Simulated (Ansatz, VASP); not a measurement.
# PbSe in VASP and in Ansatz

INCAR

```
SYSTEM = PbSe
ALGO = Normal ; EDIFF = 1E-7
ENCUT = 520 ; GGA = PE
ISIF = 2 ; ISMEAR = -1
LASPH = .TRUE. ; LCHARG = .FALSE.
LREAL = .FALSE. ; LWAVE = .FALSE.
NBANDS = 28 ; NELM = 80
PREC = Accurate ; SIGMA = 0.05
```

File KPOINTS:

```
k-points
0
G
  6 6 3
  0 0 0
```

Contents of POSCAR:

```
PbSe
1.0
    4.3247648758      0.0000000000      0.0000000000
   -0.0101005360      4.3247530808      0.0000000000
   -2.1573321698     -2.1623765405     11.7558159939
Pb Se
2 2
Direct
    0.8068400000      0.8073040000      0.6184430000
    0.1854540000      0.1998100000      0.3823760000
    0.2873320000      0.3231460000      0.6231940000
    0.6842660000      0.6998950000      0.3779650000
```

The input input.yaml:

```yaml
crystal:
  lattice:
    - [4.3247648758, 0.0, 0.0]
    - [-0.010100536, 4.3247530808, 0.0]
    - [-2.1573321698, -2.1623765405, 11.7558159939]
  atoms:
    - { symbol: Pb, position: [0.80684, 0.807304, 0.618443] }
    - { symbol: Pb, position: [0.185454, 0.19981, 0.382376] }
    - { symbol: Se, position: [0.287332, 0.323146, 0.623194] }
    - { symbol: Se, position: [0.684266, 0.699895, 0.377965] }
kpoints:
  mp_grid: { grid: [6, 6, 3] }
scf:
  occupations: { method: fermi_dirac, width: 0.05 }
hamiltonian:
  xc: pbe
  pseudopotentials: { kind: all_electron, lapw: { basis_error: 0.001 } }
output:
  forces: true
  stress: true
  eigenvalues: true
```

Change from the starting cell: volume scaled by 0.94.

Alike in both runs: task single point; functional PBE; k mesh 6 × 6 × 3; occupations fermi-dirac, width 0.05 eV; no spin polarisation.

|  | VASP | Ansatz |
| --- | --- | --- |
| version | VASP 6.6.1 | Ansatz 0.2.0 |
| potentials or method | VASP PAW PBE potentials, release 64 (Pb_d, Se), cutoff 520 eV | all-electron LAPW, scalar-relativistic |

|  | VASP | Ansatz | Ansatz less VASP |
| --- | --- | --- | --- |
| gap on the k mesh at the Fermi level (eV) | 1.56 | 1.56 | -0.001 |
| least direct gap on the mesh (eV) | 1.56 | 1.56 | -0.001 |
| rms of the force components (eV/Å) | 0.080 | 0.077 | -0.0035 |

Atom by atom the forces differ by 0.005 eV/Å (rms over components). Ansatz ran all-electron here, and VASP with PAW potentials.

Neither program's run includes spin-orbit coupling.
